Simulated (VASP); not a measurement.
# SnO (P1) in VASP: notebook

Runs on SnO. Level: PBEsol. Tasks: single point.

All numbers are computed with VASP 6.6.1; they aren't measurements. Logs are shortened: lines on timing, memory, paths and dates and some standing lists are left out, and cuts for length are marked.

## 1. The cell of the first run

The typed cell holds 4 atoms: a = 3.316 Å, b = 5.705 Å, c = 3.894 Å, α = 90.00°, β = 90.00°, γ = 90.00°.

## 2. Single point, PBEsol (atoms moved at random)

Contents of INCAR:

```
PREC = Accurate
ENCUT = 520
EDIFF = 1E-6
ISMEAR = 0
SIGMA = 0.05
LREAL = F
LASPH = T
NELM = 60
ALGO = Normal
ISIF = 2
LWAVE = F
LCHARG = T
GGA = PS
LELF = T
LVHAR = T
NBANDS = 28
```

Contents of KPOINTS:

```
regular mesh
0
Gamma
  8 6 8
```

Contents of POSCAR:

```
SnO
1.0
    3.3156061815      0.0000000000      0.0000000000
    0.0000000000      5.7049851891      0.0000000000
    0.0000000000      0.0000000000      3.8941648049
Sn O
2 2
Direct
   -0.0014497603      0.2689337849      0.5502036544
    0.4453974268      0.7453080575      0.0339802723
   -0.0042584529      0.9065023943      0.7057186331
    0.5603107864      0.0792557633      0.2100994402
```

Potentials or basis: VASP PAW PBE potentials, release 64 (Sn_d, O).

The run is started by

```
$ cat potpaw_PBE.64/Sn_d/POTCAR potpaw_PBE.64/O/POTCAR > POTCAR
$ mpirun -np 1 vasp_std > vasp.out
```

OUTCAR:

```text
PREC = Accurate
   ENCUT = 520
   EDIFF = 1E-6
   ISMEAR = 0
   LREAL = F
   LASPH = T
   NELM = 60
   ISIF = 2
   GGA = PS

 ion  position               nearest neighbor table
   1  0.999  0.269  0.550-   3 2.15   4 2.24   4 2.53   2 3.62   2 3.69
   2  0.445  0.745  0.034-   4 2.06   3 2.17   3 2.41   1 3.62   1 3.69
   3  0.996  0.907  0.706-   1 2.15   2 2.17   2 2.41
   4  0.560  0.079  0.210-   2 2.06   1 2.24   1 2.53

  LATTYP: Found a simple orthorhombic cell.
 ALAT       =     3.3156061815
 B/A-ratio  =     1.1744955799
 C/A-ratio  =     1.7206462037

  Lattice vectors:

 A1 = (  -3.3156061815,   0.0000000000,   0.0000000000)
 A2 = (   0.0000000000,   0.0000000000,   3.8941648049)
 A3 = (   0.0000000000,   5.7049851891,   0.0000000000)

Analysis of symmetry for initial positions (statically):
=====================================================================
 Subroutine PRICEL returns:
 Original cell was already a primitive cell.

 Routine SETGRP: Setting up the symmetry group for a
 simple orthorhombic supercell.

 Subroutine GETGRP returns: Found  1 space group operations
 (whereof  1 operations were pure point group operations)
 out of a pool of  8 trial point group operations.

The static configuration has the point symmetry C_1 .

Analysis of symmetry for dynamics (positions and initial velocities):
=====================================================================
 Subroutine PRICEL returns:
 Original cell was already a primitive cell.

 Routine SETGRP: Setting up the symmetry group for a
 simple orthorhombic supercell.

 Subroutine GETGRP returns: Found  1 space group operations
 (whereof  1 operations were pure point group operations)
 out of a pool of  8 trial point group operations.

The dynamic configuration has the point symmetry C_1 .

 Subroutine INISYM returns: Found  1 space group operations
 (whereof  1 operations are pure point group operations),
 and found     1 'primitive' translations

----------------------------------------------------------------------------------------

                                     Primitive cell

  volume of cell :      73.6600

  direct lattice vectors                    reciprocal lattice vectors
     3.315606182  0.000000000  0.000000000     0.301603974  0.000000000  0.000000000
     0.000000000  5.704985189  0.000000000     0.000000000  0.175285293  0.000000000
[... 89 lines left out ...]
   EDIFF  = 0.1E-05   stopping-criterion for ELM
   LREAL  =      F    real-space projection
   EDIFFG = 0.1E-04   stopping-criterion for IOM
   NSW    =      0    number of steps for IOM
   IBRION =     -1    ionic relax: 0-MD 1-quasi-New 2-CG
   NFREE  =      0    steps in history (QN), initial steepest desc. (CG)
   ISIF   =      2    stress and relaxation
   ISYM   =      2    0-nonsym 1-usesym 2-fastsym
   POTIM  = 0.5000    time-step for ionic-motion
   TEBEG  =    0.0;   TEEND  =   0.0 temperature during run
   PSTRESS=    0.0 pullay stress
   NELECT =      40.0000    total number of electrons
   NUPDOWN=      -1.0000    fix difference up-down
   EMIN   =  10.00;   EMAX   =-10.00  energy-range for DOS
   EFERMI =   0.00;   METHOD = LEGACY
   ISMEAR =     0;   SIGMA  =   0.05  broadening in eV -4-tet -1-fermi 0-gaus
   EFERMI_NEDOS =   21; number of points for ismear=-14 and -15
   IALGO  =     38    algorithm
   IMIX   =      4    mixing-type and parameters
     AMIX     =   0.40;   BMIX     =  1.00
     AMIX_MAG =   1.60;   BMIX_MAG =  1.00
  volume/ion in A,a.u.               =      18.42       124.27
  Fermi-wavevector in a.u.,A,eV,Ry     =   1.335624  2.523963 24.271319  1.783892
  Thomas-Fermi vector in A             =   2.464314
   LORBIT       =      0    0 simple, 1 ext, 2 COOP (PROOUT), +10 PAW based schemes
   GGA     = PS    functional components
   LHFCALC =     F    Hartree Fock is set to
   AEXX    =    0.0000 exact exchange contribution
   IVDW    =     0    specifies the selected vdW correction
   LEPSILON=     F    determine dielectric tensor
   LRPA    =     F    only Hartree local field effects (RPA)
 non-spin polarized calculation
 Gauss-broadening in eV      SIGMA  =   0.05
  energy-cutoff  :      520.00
  volume of cell :       73.66
 maximum number of plane-waves:      2004
 NGX is ok and might be reduce to    28
   NGX = 13   NGY = 21   NGZ = 15

 number of electron      39.9999985 magnetization

 Free energy of the ion-electron system (eV)
  ---------------------------------------------------
  ext. energy  EPLUGINS =         0.00000000
  ---------------------------------------------------
  free energy    TOTEN  =       -22.81760108 eV

  energy without entropy =      -22.81760108  energy(sigma->0) =      -22.81760108

 E-fermi :   5.8986     XC(G=0): -10.3512

 val. band max:        5.6341376140   @ k =   0.0000   0.0000   0.0000
 cond. band min:       6.1817040423   @ k =   0.3750   0.5000   0.1250
 fundamental gap:      0.5475664283
 Fermi energy:         5.8985992719

 k-point     1 :       0.0000    0.0000    0.0000
  band No.  band energies     occupation
      1     -15.6176      2.00000
      2     -15.5124      2.00000
      3     -15.4645      2.00000
      4     -15.3748      2.00000
      5     -15.3534      2.00000
      6     -15.3313      2.00000
[... 733 lines left out ...]
     27      14.9924      0.00000
     28      16.1565      0.00000

 [... further k-points ...]

------------------------ aborting loop because EDIFF is reached ----------------------------------------

  FORCE on cell =-STRESS in cart. coord.  units (eV):
  Direction    XX          YY          ZZ          XY          YZ          ZX
  --------------------------------------------------------------------------------------
  -------------------------------------------------------------------------------------
  Total       -2.3796114     -4.9999767     -2.6303697     -0.7394235     -0.0407705      0.4195900
  in kB      -51.7588763   -108.7543832    -57.2131144    -16.0831839     -0.8867975      9.1264921
  external PRESSURE =     -72.5754580 kB  Pullay stress =       0.0000000 kB

 VOLUME and BASIS-vectors are now :
 -----------------------------------------------------------------------------
  energy-cutoff  :      520.00
  volume of cell :       73.66
      direct lattice vectors                 reciprocal lattice vectors
     3.315606182  0.000000000  0.000000000     0.301603974  0.000000000  0.000000000
     0.000000000  5.704985189  0.000000000     0.000000000  0.175285293  0.000000000
     0.000000000  0.000000000  3.894164805     0.000000000  0.000000000  0.256794473

 POSITION                                       TOTAL-FORCE (eV/Angst)
 -----------------------------------------------------------------------------------
      3.31080      1.53426      2.14258        -0.105160     -2.815807     -0.939489
      1.47676      4.25197      0.13232         0.287131      1.858407     -0.808044
      3.30149      5.17158      2.74818         0.405744     -1.311149      0.832775
      1.85777      0.45215      0.81816        -0.587714      2.268549      0.914758
 -----------------------------------------------------------------------------------
    total drift:                                0.000245      0.000048      0.000198

  FREE ENERGIE OF THE ION-ELECTRON SYSTEM (eV)
  ---------------------------------------------------
  free  energy   TOTEN  =       -22.8176010767 eV

  energy  without entropy=      -22.8176010767  energy(sigma->0) =      -22.81760108
```

OSZICAR:

```text
N       E                     dE             d eps       ncg     rms          rms(c)
DAV:   1     0.429741310790E+03    0.42974E+03   -0.20238E+04 11320   0.216E+03
DAV:   2     0.405266506024E+02   -0.38921E+03   -0.37401E+03 11436   0.545E+02
DAV:   3    -0.236185750065E+02   -0.64145E+02   -0.62880E+02 12448   0.185E+02
DAV:   4    -0.267982382677E+02   -0.31797E+01   -0.31643E+01 12636   0.442E+01
DAV:   5    -0.268771132091E+02   -0.78875E-01   -0.78861E-01 12064   0.755E+00    0.113E+01
DAV:   6    -0.231261116463E+02    0.37510E+01   -0.20984E+01 17616   0.539E+01    0.613E+00
DAV:   7    -0.228850644753E+02    0.24105E+00   -0.32346E+00 13028   0.106E+01    0.248E+00
DAV:   8    -0.228274757808E+02    0.57589E-01   -0.36091E-01 12476   0.432E+00    0.826E-01
DAV:   9    -0.228176251859E+02    0.98506E-02   -0.47600E-02 16188   0.193E+00    0.230E-01
DAV:  10    -0.228175874583E+02    0.37728E-04   -0.77546E-03 12096   0.787E-01    0.144E-01
DAV:  11    -0.228176677651E+02   -0.80307E-04   -0.16380E-03 16680   0.477E-01    0.653E-02
DAV:  12    -0.228175986513E+02    0.69114E-04   -0.50312E-04 14804   0.225E-01    0.213E-02
DAV:  13    -0.228176027596E+02   -0.41083E-05   -0.58663E-05 13148   0.689E-02    0.958E-03
DAV:  14    -0.228176012041E+02    0.15555E-05   -0.68426E-06 12244   0.249E-02    0.266E-03
DAV:  15    -0.228176010767E+02    0.12740E-06   -0.50507E-07  6516   0.555E-03
   1 F= -.22817601E+02 E0= -.22817601E+02  d E =-.537874E-16
```

Run time: 4.3 min. Hardware: 1 thread of Oxide Virtual Turin-like, shared host; peak memory 0.39 GiB.

What came out:

```yaml
Free_energy: -22.8176 eV
Pressure: -7.3 GPa
Largest_force: 2.970 eV/Å
Band_gap_on_the_k_mesh: 0.55 eV (least direct gap 1.18 eV)
```

Forces in eV/Å, atoms in the order of the input:
```
Sn  -0.105 -2.816 -0.939
Sn   0.287  1.858 -0.808
O    0.406 -1.311  0.833
O   -0.588  2.269  0.915
```

Stress tensor (GPa, compression positive):
```
 -5.18  -1.61   0.91
 -1.61 -10.88  -0.09
  0.91  -0.09  -5.72
```

Levels at points of the mesh, in eV from the valence-band top:
```csv
k point,band 17,band 18,band 19,band 20,band 21,band 22,band 23,band 24
"(0.00, 0.00, 0.00)",-3.01,-1.42,-1.07,0.00,2.80,3.14,5.69,6.02
"(0.50, 0.00, 0.00)",-2.39,-2.02,-1.76,-1.69,1.50,2.35,5.29,5.85
"(0.00, 0.50, 0.00)",-2.95,-2.22,-1.32,-0.91,3.36,3.89,5.20,5.69
"(0.50, 0.50, 0.00)",-2.46,-2.09,-1.68,-1.35,1.21,1.54,5.27,5.80
"(0.00, 0.00, 0.50)",-2.35,-2.18,-1.64,-1.43,2.40,2.64,5.63,6.05
"(0.50, 0.00, 0.50)",-3.05,-2.57,-1.40,-1.08,0.63,1.00,3.21,3.84
"(0.00, 0.50, 0.50)",-2.33,-2.20,-1.93,-1.78,1.48,1.67,6.05,6.41
"(0.50, 0.50, 0.50)",-3.33,-2.89,-0.73,-0.36,0.88,1.34,3.48,3.93
```

Caveat: the cell differs from its parent crystal (atoms moved at random); the stress differs along the axes, from -11 to -5 GPa; semilocal functionals underestimate gaps, and a narrow one can read as zero; the PAW data sets were made with another functional, which shifts forces and pressure a little; spin-orbit coupling is left out, which moves the levels of the heavy elements.

## 3. Single point, PBEsol (atoms moved at random and the cell strained at random)

Contents of INCAR:

```
SYSTEM = SnO
  PREC = Accurate
  ENCUT = 520
  EDIFF = 1E-7
  ISMEAR = 0
  SIGMA = 0.05
  LREAL = .FALSE.
  LASPH = .TRUE.
  NELM = 60
  ALGO = Normal
  ISIF = 2
  LWAVE = .FALSE.
  LCHARG = .FALSE.
  GGA = PS
  NBANDS = 28
```

Contents of KPOINTS:

```
Automatic mesh
0
G
  8 6 8
  0 0 0
```

Contents of POSCAR:

```
SnO
1.0
    3.2185010876     -0.0323064997      0.1040911657
   -0.0555880560      5.9247020486      0.1172180858
    0.1222546141      0.0800118719      3.7789612492
Sn O
2 2
Direct
    0.0018550748      0.2341040902      0.5214568236
    0.5043721041      0.7679033186      0.0213803085
    0.0066132181      0.8815761640      0.7268694201
    0.4871596030      0.1164164273      0.2302954479
```

Potentials or basis: VASP PAW PBE potentials, release 64 (Sn_d, O).

The run is started by

```
$ cat potpaw_PBE.64/Sn_d/POTCAR potpaw_PBE.64/O/POTCAR > POTCAR
$ mpirun -np 1 vasp_std > vasp.out
```

Wall time 6.9 min (1 thread of Oxide Virtual Turin-like, shared host); peak memory 0.37 GiB.

Results (log left out):

```
Free energy            : -23.5555 eV
Pressure               : 4.9 GPa
Largest force          : 1.652 eV/Å
Band gap on the k mesh : 1.47 eV (least direct gap 1.96 eV)
```

Forces on the atoms (eV/Å):
```
Sn  -0.819  0.362  0.570
Sn  -0.906 -0.460  1.229
O    0.580  0.800 -0.837
O    1.145 -0.702 -0.962
```

Stress tensor (GPa, compression positive):
```
10.43  0.95 -5.54
 0.95 -0.84 -2.40
-5.54 -2.40  4.96
```

Levels at points of the mesh, in eV from the valence-band top:
```tsv
k point	band 17	band 18	band 19	band 20	band 21	band 22	band 23	band 24
(0.00, 0.00, 0.00)	-3.79	-2.89	-2.38	0.00	2.95	3.57	6.19	6.49
(0.50, 0.00, 0.00)	-2.98	-2.69	-1.17	-0.96	2.48	2.74	5.53	5.67
(0.00, 0.50, 0.00)	-3.98	-2.92	-2.08	-1.53	2.86	4.94	5.35	5.66
(0.50, 0.50, 0.00)	-2.96	-2.64	-1.05	-0.97	1.99	2.23	6.32	6.40
(0.00, 0.00, 0.50)	-3.54	-3.19	-1.46	-1.16	2.47	2.50	5.20	5.42
(0.50, 0.00, 0.50)	-3.81	-3.44	-1.27	-0.78	2.06	2.58	4.42	5.14
(0.00, 0.50, 0.50)	-3.28	-3.06	-1.54	-1.36	1.87	2.10	5.62	5.83
(0.50, 0.50, 0.50)	-4.02	-3.62	-0.54	-0.34	2.40	3.02	3.76	4.24
```

Caveat: the cell differs from its parent crystal (atoms moved at random and the cell strained at random); the stress differs along the axes, from -1 to 10 GPa; the PAW data sets were made with another functional, which shifts forces and pressure a little; spin-orbit coupling is left out, which moves the levels of the heavy elements.
